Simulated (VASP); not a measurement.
A run of VASP 6.6.1:

Contents of INCAR:

```
PREC     = Accurate       # precision mode
ENCUT    = 600            # plane-wave cutoff, eV
EDIFF    = 1E-6           # SCF threshold, eV
ISMEAR   = -1             # smearing method
SIGMA    = 0.05           # smearing width, eV
LREAL    = False          # projectors in reciprocal space
LASPH    = True           # aspherical terms in the spheres
NELM     = 200            # most SCF steps
ALGO     = Normal         # electronic algorithm
ISIF     = 2              # what is computed and relaxed
LWAVE    = False          # write WAVECAR
LCHARG   = False          # write CHGCAR
ISPIN    = 2              # spin polarisation
MAGMOM   = 1.5 -1.5       # initial moments
LORBIT   = 11             # projections on sites
LMAXMIX  = 4              # l up to which the mixer works
NBANDS   = 25             # bands
GGA_COMPAT= False
```

File KPOINTS:

```
regular mesh
0
Gamma
  15 15 9
```

File POSCAR:

```
Cr
1.0
    2.3986949744      0.0000000000      0.0000000000
    0.0000000000      2.3986949744      0.0000000000
    0.0000000000      0.0000000000      4.3113373049
Cr
2
Direct
    1.0000000000      0.0000000000      0.0000000000
    0.5000000000      0.5000000000      0.5000000000
```

Potentials or basis: VASP PAW LDA potentials, release 64 (Cr_sv).

The run is started by

```console
$ cat potpaw_LDA.64/Cr_sv/POTCAR > POTCAR
$ mpirun -np 1 vasp_std > vasp.out
```

Hardware: 1 thread of Intel(R) Xeon(R) 6975P-C (Granite Rapids), on a shared host.

Task: How long does it take, and how much memory?

Result: It took 100 s on 1 thread of Intel(R) Xeon(R) 6975P-C (Granite Rapids) (shared host), peak memory 0.27 GiB. Counts: scf iterations 13, k points 180.
